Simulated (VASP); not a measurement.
# BN (P6_3/mmc) in VASP: further runs

The runs below take BN through single point, relaxation of cell and atoms, with PBE.

Everything below comes from runs of VASP 6.6.1. Logs are shortened: lines on timing, memory, paths and dates and some standing lists are left out, and cuts for length are marked.

## Step 1: The cell of the first run

Symmetry: P6_3/mmc, No. 194, hexagonal system. The conventional cell has a = 2.510 Å, b = 2.510 Å, c = 7.264 Å, α = 90.00°, β = 90.00°, γ = 120.00°. B (site symmetry -6m2) has 3 N at 1.45 Å within 1.9 Å. Within 1.9 Å of N (site symmetry -6m2) lie 3 B at 1.45 Å.

## Step 2: Single point, PBE

Contents of INCAR:

```
PREC = Accurate
ENCUT = 520
EDIFF = 1E-7
ISMEAR = 0
SIGMA = 0.02
LREAL = F
LASPH = T
NELM = 100
ALGO = Normal
ISIF = 2
LWAVE = F
LCHARG = T
GGA = PE
LELF = T
LVHAR = T
NBANDS = 16
```

Contents of KPOINTS:

```
Automatic mesh
0
Gamma
  12 12 4
```

Contents of POSCAR:

```
BN
1.0
    2.5096554019      0.0000000000      0.0000000000
   -1.2548277010      2.1734253327      0.0000000000
    0.0000000000      0.0000000000      7.2637172248
B N
2 2
Direct
    0.3333333333      0.6666666667      0.2500000000
    0.6666666667      0.3333333333      0.7500000000
    0.3333333333      0.6666666667      0.7500000000
    0.6666666667      0.3333333333      0.2500000000
```

Potentials or basis: VASP PAW PBE potentials, release 64 (B, N).

The run is started by

```sh
$ cat potpaw_PBE.64/B/POTCAR potpaw_PBE.64/N/POTCAR > POTCAR
$ mpirun -np 1 vasp_std > vasp.out
```

OUTCAR:

```text
PREC = Accurate
   ENCUT = 520
   EDIFF = 1E-7
   ISMEAR = 0
   LREAL = F
   LASPH = T
   NELM = 100
   ISIF = 2
   GGA = PE

 ion  position               nearest neighbor table
   1  0.333  0.667  0.250-   4 1.45   4 1.45   4 1.45
   2  0.667  0.333  0.750-   3 1.45   3 1.45   3 1.45
   3  0.333  0.667  0.750-   2 1.45   2 1.45   2 1.45
   4  0.667  0.333  0.250-   1 1.45   1 1.45   1 1.45

  LATTYP: Found a hexagonal cell.
 ALAT       =     2.5096554019
 C/A-ratio  =     2.8943086048

  Lattice vectors:

 A1 = (   2.5096554019,   0.0000000000,   0.0000000000)
 A2 = (  -1.2548277010,   2.1734253327,   0.0000000000)
 A3 = (   0.0000000000,   0.0000000000,   7.2637172248)

Analysis of symmetry for initial positions (statically):
=====================================================================
 Subroutine PRICEL returns:
 Original cell was already a primitive cell.

 Routine SETGRP: Setting up the symmetry group for a
 hexagonal supercell.

 Subroutine GETGRP returns: Found 24 space group operations
 (whereof 12 operations were pure point group operations)
 out of a pool of 24 trial point group operations.

The static configuration has the point symmetry D_3d.
 The point group associated with its full space group is D_6h.

Analysis of symmetry for dynamics (positions and initial velocities):
=====================================================================
 Subroutine PRICEL returns:
 Original cell was already a primitive cell.

 Routine SETGRP: Setting up the symmetry group for a
 hexagonal supercell.

 Subroutine GETGRP returns: Found 24 space group operations
 (whereof 12 operations were pure point group operations)
 out of a pool of 24 trial point group operations.

The dynamic configuration has the point symmetry D_3d.
 The point group associated with its full space group is D_6h.

 Subroutine INISYM returns: Found 24 space group operations
 (whereof 12 operations are pure point group operations),
 and found     1 'primitive' translations

----------------------------------------------------------------------------------------

                                     Primitive cell

  volume of cell :      39.6203

  direct lattice vectors                    reciprocal lattice vectors
     2.509655402  0.000000000  0.000000000     0.398461079  0.230051611  0.000000000
    -1.254827701  2.173425333  0.000000000     0.000000000  0.460103223  0.000000000
     0.000000000  0.000000000  7.263717225     0.000000000  0.000000000  0.137670558

  length of vectors
     2.509655402  2.509655402  7.263717225     0.460103223  0.460103223  0.137670558

  position of ions in fractional coordinates (direct lattice)
     0.333333333  0.666666667  0.250000000
     0.666666667  0.333333333  0.750000000
     0.333333333  0.666666667  0.750000000
     0.666666667  0.333333333  0.250000000

  ion indices of the primitive-cell ions
   primitive index   ion index
                 1           1
                 2           2
                 3           3
                 4           4

----------------------------------------------------------------------------------------

 KPOINTS: Automatic mesh

Automatic generation of k-mesh.
 Grid dimensions read from file:
 generate k-points for:   12   12    4

 Generating k-lattice:

  Cartesian coordinates                     Fractional coordinates (reciprocal lattice)
     0.033205090  0.019170968  0.000000000     0.083333333  0.000000000  0.000000000
     0.000000000  0.038341935  0.000000000     0.000000000  0.083333333  0.000000000
     0.000000000  0.000000000  0.034417639     0.000000000  0.000000000  0.250000000

  Length of vectors
     0.038341935  0.038341935  0.034417639

  Shift w.r.t. Gamma in fractional coordinates (k-lattice)
     0.000000000  0.000000000  0.000000000

 Subroutine IBZKPT returns following result:
 ===========================================

 Found     57 irreducible k-points:

 Following reciprocal coordinates:
            Coordinates               Weight
  0.000000  0.000000  0.000000      1.000000
  0.083333 -0.000000  0.000000      6.000000
  0.166667 -0.000000  0.000000      6.000000
  0.250000  0.000000  0.000000      6.000000
  0.333333 -0.000000  0.000000      6.000000
  0.416667 -0.000000  0.000000      6.000000
[... 16 lines left out ...]
  0.250000  0.000000  0.250000     12.000000
  0.333333 -0.000000  0.250000     12.000000
 [... further k-points ...]
   k-points           NKPTS =     57   k-points in BZ     NKDIM =     57   number of bands    NBANDS=     16
   number of dos      NEDOS =    301   number of ions     NIONS =      4
   total plane-waves  NPLWV =  21600
   dimension x,y,z NGX =    20 NGY =   20 NGZ =   54
   dimension x,y,z NGXF=    40 NGYF=   40 NGZF=  108
   ions per type =               2   2
   NGX,Y,Z   is equivalent  to a cutoff of  13.25, 13.25, 12.36 a.u.
   NGXF,Y,Z  is equivalent  to a cutoff of  26.50, 26.50, 24.72 a.u.
 SYSTEM =  unknown system
   PREC   = accura    normal or accurate (medium, high low for compatibility)
   ISTART =      0    job   : 0-new  1-cont  2-samecut
   ICHARG =      2    charge: 1-file 2-atom 10-const
   ISPIN  =      1    spin polarized calculation?
   LNONCOLLINEAR =      F non collinear calculations
   LSORBIT =      F    spin-orbit coupling
   LASPH  =      T    aspherical Exc in radial PAW
   ENCUT  =  520.0 eV  38.22 Ry    6.18 a.u.   4.67  4.67 13.51*2*pi/ulx,y,z
   NELM   =    100;   NELMIN=  2; NELMDL= -5     # of ELM steps
   EDIFF  = 0.1E-06   stopping-criterion for ELM
   LREAL  =      F    real-space projection
   EDIFFG = 0.1E-05   stopping-criterion for IOM
   NSW    =      0    number of steps for IOM
   IBRION =     -1    ionic relax: 0-MD 1-quasi-New 2-CG
   NFREE  =      0    steps in history (QN), initial steepest desc. (CG)
   ISIF   =      2    stress and relaxation
   ISYM   =      2    0-nonsym 1-usesym 2-fastsym
   POTIM  = 0.5000    time-step for ionic-motion
   TEBEG  =    0.0;   TEEND  =   0.0 temperature during run
   PSTRESS=    0.0 pullay stress
   NELECT =      16.0000    total number of electrons
   NUPDOWN=      -1.0000    fix difference up-down
   EMIN   =  10.00;   EMAX   =-10.00  energy-range for DOS
   EFERMI =   0.00;   METHOD = LEGACY
   ISMEAR =     0;   SIGMA  =   0.02  broadening in eV -4-tet -1-fermi 0-gaus
   EFERMI_NEDOS =   21; number of points for ismear=-14 and -15
   IALGO  =     38    algorithm
   IMIX   =      4    mixing-type and parameters
     AMIX     =   0.40;   BMIX     =  1.00
     AMIX_MAG =   1.60;   BMIX_MAG =  1.00
  volume/ion in A,a.u.               =       9.91        66.84
  Fermi-wavevector in a.u.,A,eV,Ry     =   1.210066  2.286692 19.922449  1.464259
  Thomas-Fermi vector in A             =   2.345624
   LORBIT       =      0    0 simple, 1 ext, 2 COOP (PROOUT), +10 PAW based schemes
   GGA     = PE    functional components
   LHFCALC =     F    Hartree Fock is set to
   AEXX    =    0.0000 exact exchange contribution
   IVDW    =     0    specifies the selected vdW correction
   LEPSILON=     F    determine dielectric tensor
   LRPA    =     F    only Hartree local field effects (RPA)
 non-spin polarized calculation
 Gauss-broadening in eV      SIGMA  =   0.02
  energy-cutoff  :      520.00
  volume of cell :       39.62
 maximum number of plane-waves:      1095
 NGX is ok and might be reduce to    20
   NGX =  9   NGY =  9   NGZ = 27

 number of electron      15.9999999 magnetization

 Free energy of the ion-electron system (eV)
  ---------------------------------------------------
  ext. energy  EPLUGINS =         0.00000000
  ---------------------------------------------------
  free energy    TOTEN  =       -35.19333281 eV

  energy without entropy =      -35.19333281  energy(sigma->0) =      -35.19333281

 E-fermi :   1.7180     XC(G=0):  -9.4649

 val. band max:        1.5600060843   @ k =   0.3333   0.3333   0.5000
 cond. band min:       5.9599307587   @ k =   0.5000   0.0000   0.0000
 fundamental gap:      4.3999246745
 Fermi energy:         1.7180070434

 k-point     1 :       0.0000    0.0000    0.0000
  band No.  band energies     occupation
      1     -16.1317      2.00000
      2     -15.9881      2.00000
      3      -4.2828      2.00000
      4      -2.9349      2.00000
      5       0.2188      2.00000
      6       0.2188      2.00000
[... 8 lines left out ...]
     15      13.1350      0.00000
     16      14.3660      0.00000

 k-point     2 :       0.0833   -0.0000    0.0000
  band No.  band energies     occupation
      1     -15.9974      2.00000
      2     -15.8563      2.00000
      3      -4.0987      2.00000
      4      -2.7644      2.00000
      5      -0.3367      2.00000
      6      -0.3282      2.00000
[... 8 lines left out ...]
     15      13.7234      0.00000
     16      13.9044      0.00000

 k-point     3 :       0.1667   -0.0000    0.0000
  band No.  band energies     occupation
      1     -15.6021      2.00000
      2     -15.4685      2.00000
      3      -3.5536      2.00000
      4      -2.2623      2.00000
      5      -1.7444      2.00000
      6      -1.7337      2.00000
[... 8 lines left out ...]
     15      15.2648      0.00000
     16      15.3210      0.00000

 k-point     4 :       0.2500    0.0000    0.0000
  band No.  band energies     occupation
      1     -14.9728      2.00000
      2     -14.8520      2.00000
      3      -3.5292      2.00000
      4      -3.5085      2.00000
      5      -2.6740      2.00000
      6      -1.4632      2.00000
[... 8 lines left out ...]
     15      16.0772      0.00000
     16      17.5211      0.00000

 k-point     5 :       0.3333   -0.0000    0.0000
  band No.  band energies     occupation
      1     -14.1773      2.00000
      2     -14.0768      2.00000
      3      -5.3064      2.00000
      4      -5.2741      2.00000
      5      -2.0157      2.00000
      6      -1.9902      2.00000
[... 8 lines left out ...]
     15      16.9541      0.00000
     16      20.0318      0.00000

 k-point     6 :       0.4167   -0.0000    0.0000
  band No.  band energies     occupation
      1     -13.3897      2.00000
      2     -13.3222      2.00000
      3      -6.7248      2.00000
      4      -6.6883      2.00000
      5      -2.4247      2.00000
      6      -2.3980      2.00000
[... 8 lines left out ...]
     15      16.1672      0.00000
     16      19.1604      0.00000
[... 267 lines left out ...]
 k-point    21 :       0.0833   -0.0000    0.2500
  band No.  band energies     occupation
      1     -15.9773      2.00000
      2     -15.8776      2.00000
      3      -3.9305      2.00000
      4      -2.9948      2.00000
      5      -0.3345      2.00000
      6      -0.3281      2.00000
[... 8 lines left out ...]
     15      13.7479      0.00000
     16      13.8999      0.00000

 k-point    22 :       0.1667   -0.0000    0.2500
  band No.  band energies     occupation
      1     -15.5830      2.00000
      2     -15.4886      2.00000
      3      -3.3916      2.00000
      4      -2.4893      2.00000
      5      -1.7391      2.00000
      6      -1.7285      2.00000
[... 8 lines left out ...]
     15      15.2728      0.00000
     16      15.3124      0.00000

 k-point    23 :       0.2500    0.0000    0.2500
  band No.  band energies     occupation
      1     -14.9555      2.00000
      2     -14.8701      2.00000
      3      -3.5302      2.00000
      4      -3.5143      2.00000
      5      -2.5134      2.00000
      6      -1.6638      2.00000
[... 8 lines left out ...]
     15      17.2471      0.00000
     16      17.5286      0.00000

 k-point    24 :       0.3333   -0.0000    0.2500
  band No.  band energies     occupation
      1     -14.1629      2.00000
      2     -14.0918      2.00000
      3      -5.3027      2.00000
      4      -5.2798      2.00000
      5      -2.0120      2.00000
      6      -1.9940      2.00000
[... 8 lines left out ...]
     15      17.8299      0.00000
     16      19.7287      0.00000

 [... further k-points ...]

------------------------ aborting loop because EDIFF is reached ----------------------------------------

  FORCE on cell =-STRESS in cart. coord.  units (eV):
  Direction    XX          YY          ZZ          XY          YZ          ZX
  --------------------------------------------------------------------------------------
  -------------------------------------------------------------------------------------
  Total        0.2832238      0.2832238      0.1986529     -0.0000000      0.0000000      0.0000000
  in kB       11.4530871     11.4530871      8.0331827     -0.0000000      0.0000000      0.0000000
  external PRESSURE =      10.3131190 kB  Pullay stress =       0.0000000 kB

 VOLUME and BASIS-vectors are now :
 -----------------------------------------------------------------------------
  energy-cutoff  :      520.00
  volume of cell :       39.62
      direct lattice vectors                 reciprocal lattice vectors
     2.509655402  0.000000000  0.000000000     0.398461079  0.230051611  0.000000000
    -1.254827701  2.173425333  0.000000000     0.000000000  0.460103223  0.000000000
     0.000000000  0.000000000  7.263717225     0.000000000  0.000000000  0.137670558

 POSITION                                       TOTAL-FORCE (eV/Angst)
 -----------------------------------------------------------------------------------
     -0.00000      1.44895      1.81593        -0.000000     -0.000000      0.000000
      1.25483      0.72448      5.44779         0.000000      0.000000      0.000000
     -0.00000      1.44895      5.44779         0.000000      0.000000      0.000000
      1.25483      0.72448      1.81593        -0.000000     -0.000000      0.000000
 -----------------------------------------------------------------------------------
    total drift:                               -0.000000      0.000000      0.000000

  FREE ENERGIE OF THE ION-ELECTRON SYSTEM (eV)
  ---------------------------------------------------
  free  energy   TOTEN  =       -35.1933328145 eV

  energy  without entropy=      -35.1933328145  energy(sigma->0) =      -35.19333281
```

It took 30 s on 1 thread of Intel Xeon 6975P-C, shared host; peak memory 0.17 GiB.

Results:

```
Free energy            : -35.1933 eV
Pressure               : 1.0 GPa
Band gap on the k mesh : 4.40 eV, indirect (least direct gap 4.65 eV)
```

Caveat: this functional lacks dispersion, which binds the layers, so the pressure and a relaxed spacing across them are unreliable. A k mesh can miss the band edges.

## Step 3: Relaxation of cell and atoms, PBE, target pressure 25 GPa, at which the enthalpy is minimised

This run uses another cell than the first one, of 7.17 Å³/atom, 0.724 times its volume.

Contents of INCAR:

```
SYSTEM = BN
PREC = Accurate ; ENCUT = 600
EDIFF = 1E-7 ; ISMEAR = 0
SIGMA = 0.02 ; LREAL = .FALSE.
LASPH = .TRUE. ; NELM = 80
ALGO = Normal ; ISIF = 3
LWAVE = .FALSE. ; LCHARG = .FALSE.
GGA = PE ; IBRION = 2
NSW = 70 ; EDIFFG = -0.008
PSTRESS = 250.0
```

Contents of KPOINTS:

```
Automatic mesh
0
G
  12 12 4
  0 0 0
```

Contents of POSCAR:

```
BN
1.0
    2.4241605741      0.0000000000      0.0000000000
   -1.2120802870      2.0993846400      0.0000000000
    0.0000000000      0.0000000000      5.6346048069
B N
2 2
Direct
    0.3333333333      0.6666666667      0.2500000000
    0.6666666667      0.3333333333      0.7500000000
    0.3333333333      0.6666666667      0.7500000000
    0.6666666667      0.3333333333      0.2500000000
```

Potentials or basis: VASP PAW PBE potentials, release 64 (B, N).

The run is started by

```sh
$ cat potpaw_PBE.64/B/POTCAR potpaw_PBE.64/N/POTCAR > POTCAR
$ mpirun -np 1 vasp_std > vasp.out
```

Run time: 1.7 min. Hardware: 1 thread of Intel Xeon 6975P-C, shared host; peak memory 0.16 GiB.

The run converged. Its results:

- Free energy: -34.6026 eV
- Relaxed volume: 6.99 Å³/atom
- Relaxed cell: a = 2.472 Å, b = 2.472 Å, c = 5.279 Å, α = 90.00°, β = 90.00°, γ = 120.00°
- Space group after relaxing (to 0.05 Å): P6_3/mmc (No. 194)
- Energy change on relaxing (the enthalpy is what falls): -8.7 meV/atom
- Ionic steps: 10
- Pressure after relaxing: 25.0 GPa
- Band gap on the k mesh: 3.89 eV, indirect (least direct gap 4.36 eV)

The path:
| step | energy change (eV) | largest force (eV/Å) | pressure (GPa) | volume (Å³) |
| --- | --- | --- | --- | --- |
| 1 | 0.0000 | 0.0000 | 40.48 | 28.68 |
| 2 | -0.1761 | 0.0000 | -10.97 | 31.58 |
| 3 | -0.2475 | 0.0000 | 20.25 | 29.64 |
| 4 | -0.2419 | 0.0000 | 20.96 | 29.60 |
| 5 | -0.1847 | 0.0000 | 22.13 | 29.06 |
| 6 | -0.0722 | 0.0000 | 24.42 | 28.20 |
| 7 | -0.0277 | 0.0000 | 25.32 | 27.90 |
| 8 | -0.0330 | 0.0000 | 25.21 | 27.94 |
| 9 | -0.0392 | 0.0000 | 24.31 | 27.98 |
| 10 | -0.0347 | 0.0000 | 24.98 | 27.95 |

Final structure:
```cif
data_structure
_symmetry_space_group_name_H-M 'P 1'
_symmetry_Int_Tables_number 1
_cell_length_a 2.4725
_cell_length_b 2.4725
_cell_length_c 5.2788
_cell_angle_alpha 90.000
_cell_angle_beta 90.000
_cell_angle_gamma 120.000
_cell_volume 27.95
loop_
_atom_site_label
_atom_site_type_symbol
_atom_site_fract_x
_atom_site_fract_y
_atom_site_fract_z
_atom_site_occupancy
B1 B 0.33333 0.66667 0.25000 1
B2 B 0.66667 0.33333 0.75000 1
N1 N 0.33333 0.66667 0.75000 1
N2 N 0.66667 0.33333 0.25000 1
```

Levels at points of the mesh, in eV from the valence-band top:
```csv
k point,band 4,band 5,band 6,band 7,band 8,band 9,band 10,band 11,band 12
"(0.00, 0.00, 0.00)",-2.55,-1.73,-1.73,-1.45,-1.45,7.36,11.23,11.23,11.86
"(0.50, 0.00, 0.00)",-9.22,-4.72,-4.30,-2.99,-0.39,4.13,7.11,9.49,10.14
"(0.00, 0.00, 0.50)",-5.72,-1.59,-1.59,-1.59,-1.59,10.79,10.79,11.52,11.52
"(0.50, 0.00, 0.50)",-9.48,-4.51,-4.51,-1.30,-1.30,4.50,4.50,10.10,10.10
```

Caveat: the cell is relaxed towards a set pressure, so the enthalpy falls and the energy may rise.

[end of part 1 of 2]
